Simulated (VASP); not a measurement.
**Zr2B: relaxation of cell and atoms with PBE**

Zr2B:

```
CELL_PARAMETERS angstrom
3.39331 0.00000 0.00000
-1.69665 2.93869 0.00000
0.00000 0.00000 3.66387
ATOMIC_POSITIONS crystal
Zr 0.33333 0.66667 0.50000
Zr 0.66667 0.33333 0.50000
B 0.00000 0.00000 0.00000
```

```yaml
Program: VASP 6.6.1
Task: relaxation of cell and atoms
Functional: PBE
Potentials_or_basis: VASP PAW PBE potentials, release 64 (Zr_sv, B)
Cutoff: 600 eV
k_mesh: 6 × 6 × 6
Occupations: gaussian, width 0.1 eV
Spin: no spin polarisation
Dipole_correction: no
Further_INCAR_settings: ALGO = Normal; EDIFF = 1e-07; IBRION = 2; EDIFFG = -0.04; NSW = 90; ISIF = 3
```

| Property | Result |
| --- | --- |
| Relaxed volume | 16.68 Å³/atom |
| Relaxed cell | a = 4.517 Å, b = 4.517 Å, c = 2.831 Å, α = 90.00°, β = 90.00°, γ = 120.00° |
| Space group after relaxing (to 0.05 Å) | P6/mmm (No. 191) |
| Energy gained by relaxing | 4245.5 meV/atom |
| Ionic steps | 13 |
| Pressure after relaxing | 0.0 GPa |

Stress tensor (GPa, compression positive):
```
-0.01  0.00  0.00
 0.00 -0.01  0.00
 0.00  0.00  0.07
```

The path:
```csv
step,energy change (eV),largest force (eV/Å),pressure (GPa),volume (Å³)
1,0.0000,0.0000,159.60,36.54
2,-4.2642,0.0000,-23.31,125.99
3,-10.8296,0.0000,-15.57,69.49
4,-10.9710,0.0000,-14.27,66.89
5,-11.0974,0.0000,-8.69,60.23
6,-11.1050,0.0000,-10.00,61.43
7,-12.5136,0.0000,-4.97,53.29
8,-12.7245,0.0000,-0.73,50.47
9,-12.7350,0.0000,1.04,49.55
10,-12.7354,0.0000,0.53,49.80
11,-12.7364,0.0000,-0.35,50.22
12,-12.7365,0.0000,-0.16,50.13
13,-12.7366,0.0000,0.02,50.04
```

Final structure:
```
Zr B
1.0
     4.51720    0.00000    0.00000
    -2.25860    3.91201    0.00000
     0.00000    0.00000    2.83150
Zr B
2 1
Direct
  0.33333 0.66667 0.50000
  0.66667 0.33333 0.50000
  0.00000 0.00000 0.00000
```

Levels at points of the mesh, in eV from the Fermi level:
| k point | band 10 | band 11 | band 12 | band 13 | band 14 | band 15 | band 16 | band 17 |
| --- | --- | --- | --- | --- | --- | --- | --- | --- |
| (0.00, 0.00, 0.00) | -2.55 | -2.55 | -2.47 | -0.05 | 1.22 | 1.22 | 2.51 | 2.90 |
| (0.50, 0.00, 0.00) | -4.14 | -2.30 | -1.76 | -1.05 | -0.57 | 0.64 | 2.33 | 2.49 |
| (0.00, 0.00, 0.50) | -3.99 | -2.38 | -2.38 | -1.03 | -1.03 | 1.19 | 1.19 | 2.31 |
| (0.50, 0.00, 0.50) | -3.83 | -3.21 | -1.77 | -0.16 | 0.50 | 0.54 | 1.19 | 2.88 |

Run time: 3.8 min on 1 thread of AMD EPYC 7R13 Processor (Zen 3) (shared host), peak memory 0.15 GiB.

Caveat: the volume moved by over 15 % at a fixed basis, so the end points are rough.
